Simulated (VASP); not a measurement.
Crystal: CuO.

```
Cu O
1.0
     3.21728    0.00000    0.00000
     0.00000    3.21728    0.00000
     0.00000    0.00000    4.71072
Cu O
2 2
Direct
  0.00000 0.00000 0.00000
  0.50000 0.50000 0.00000
  0.50000 0.00000 0.26700
  0.00000 0.50000 0.73300
```

Base run:

* Program: VASP 6.6.1
* Functional: PBEsol
* Potentials or basis: VASP PAW PBE potentials, release 64 (Cu, O)
* Cutoff: 520 eV
* k mesh: 8 × 8 × 6
* Occupations: fermi-dirac, width 0.05 eV
* Spin: no spin polarisation

Its results: band gap on the k mesh zero (band 17 reaches 2.97 eV, above the bottom of band 18 at 2.14 eV); pressure 4.3 GPa; largest force 1.672 eV/Å.

**Question.** The run is repeated on the same cell with these changes: functional from PBEsol to PBE; further incar settings from ALGO = Normal; EDIFF = 1e-07; NBANDS = 25 to ALGO = Normal; EDIFF = 1e-06; NBANDS = 25. What comes out?

**Answer.** Band gap on the k mesh zero (band 17 reaches 3.09 eV, above the bottom of band 18 at 2.27 eV); pressure 10.8 GPa; largest force 1.265 eV/Å.

Caveats: semilocal functionals often make such compounds metallic where correlation or magnetic order opens a gap, which also shifts bond lengths; the PAW data sets were made with another functional, which shifts forces and pressure a little (some runs); forces of over 1 eV/Å act on the atoms, so gaps and moduli don't describe the material at rest (some runs).
